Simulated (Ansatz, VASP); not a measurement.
Two plane-wave programs on AlNi3

```xyz
4
Lattice="3.5668 0.0000 0.0000 0.0000 3.5668 0.0000 0.0000 0.0000 3.5668" Properties=species:S:1:pos:R:3 pbc="T T T"
Al    0.0000    0.0000    0.0000
Ni    0.0000    1.7834    1.7834
Ni    1.7834    0.0000    1.7834
Ni    1.7834    1.7834    0.0000
```

Alike in both runs: functional PBE; k mesh 14 × 14 × 14; occupations gaussian, width 0.1 eV; collinear spin.

Ansatz relaxed the structure, and its values are those at the end. VASP's run is a single point on that final structure, the one shown.

|  | VASP | Ansatz |
| --- | --- | --- |
| version | VASP 6.6.1 | Ansatz 0.2.0 |
| potentials or method | VASP PAW PBE potentials, release 64 (Al, Ni), cutoff 520 eV | scalar-relativistic, plane waves, PAW |
| valence electrons in the cell | 33 | 57 |

```csv
,VASP,Ansatz,Ansatz less VASP
gap on the k mesh at the Fermi level (eV),none,none,-
pressure (GPa),0.1,0.0,-0.06
net moment per atom (μB),0.18,0.18,+0.007
size of the moment on the site where the two differ most (μB),0.26,0.28,+0.020
```

Site moments also hang on the region over which each program counts them. A gap of «none» marks a metal or a gap that the smearing closes. With one functional, cell and mesh, what is left measures potentials, basis and numerics. VASP's potentials hold 33 valence electrons a cell and Ansatz's 57, so a difference there can come from the potentials and not from the codes.
